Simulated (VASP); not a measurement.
Runs of VASP 6.6.1 on Rh. The structure is that of space group P6_3/mmc (No. 194), or close to it. The cells are those of the table. 

```csv
cell,further INCAR settings,gap on the mesh (eV),pressure (GPa)
"a = 2.807, b = 2.807, c = 4.034 Å, angles 90.0, 90.0, 120.0°, 2 atoms",ALGO = Fast; EDIFF = 1e-07; NBANDS = 22,none,11.2
"a = 2.779, b = 2.779, c = 4.104 Å, angles 90.0, 90.0, 120.0°, 2 atoms",ALGO = Fast; EDIFF = 1e-06; NBANDS = 22,none,10.2
"a = 2.589, b = 2.589, c = 4.666 Å, angles 90.0, 90.0, 120.0°, 2 atoms",ALGO = Fast; EDIFF = 1e-07; NBANDS = 22,none,15.2
"a = 2.589, b = 2.589, c = 4.736 Å, angles 90.0, 90.0, 120.0°, 2 atoms",ALGO = Fast; EDIFF = 1e-06; NBANDS = 22,none,11.7
"a = 2.670, b = 2.670, c = 4.385 Å, angles 90.0, 90.0, 120.0°, 2 atoms",ALGO = Fast; EDIFF = 1e-07; NBANDS = 22,none,11.6
"a = 2.670, b = 2.670, c = 4.455 Å, angles 90.0, 90.0, 120.0°, 2 atoms",ALGO = Fast; EDIFF = 1e-06; NBANDS = 22,none,7.1
"a = 2.698, b = 2.698, c = 4.315 Å, angles 90.0, 90.0, 120.0°, 2 atoms",ALGO = Fast; EDIFF = 1e-06; NBANDS = 22,none,(b)
"a = 2.752, b = 2.752, c = 4.175 Å, angles 90.0, 90.0, 120.0°, 2 atoms",ALGO = Fast; EDIFF = 1e-07; NBANDS = 22,none,9.7
"a = 2.698, b = 2.698, c = 4.385 Å, angles 90.0, 90.0, 120.0°, 2 atoms",ALGO = Fast; EDIFF = 1e-07; NBANDS = 22,none,(a)
"a = 2.643, b = 2.643, c = 4.525 Å, angles 90.0, 90.0, 120.0°, 2 atoms",ALGO = Fast; EDIFF = 1e-07; NBANDS = 22,none,9.1
"a = 2.725, b = 2.725, c = 4.245 Å, angles 90.0, 90.0, 120.0°, 2 atoms",ALGO = Fast; EDIFF = 1e-06; NBANDS = 22,none,9.7
"a = 2.616, b = 2.616, c = 4.596 Å, angles 90.0, 90.0, 120.0°, 2 atoms",ALGO = Fast; EDIFF = 1e-06; NBANDS = 22,none,11.7
```

Alike in all rows: task single point; level PBE; potentials or basis VASP PAW PBE potentials, release 64 (Rh_pv); no spin polarisation; k mesh 18 × 18 × 10; cutoff (eV) 520; smearing gaussian 0.15 eV.

Question: Estimate the missing entries.

Answer: (a) 5.5; (b) 10.3.

A k mesh can miss the band edges, and the runs leave out spin-orbit coupling on Rh.

A gap of «none» marks levels without a gap at the run's occupations.
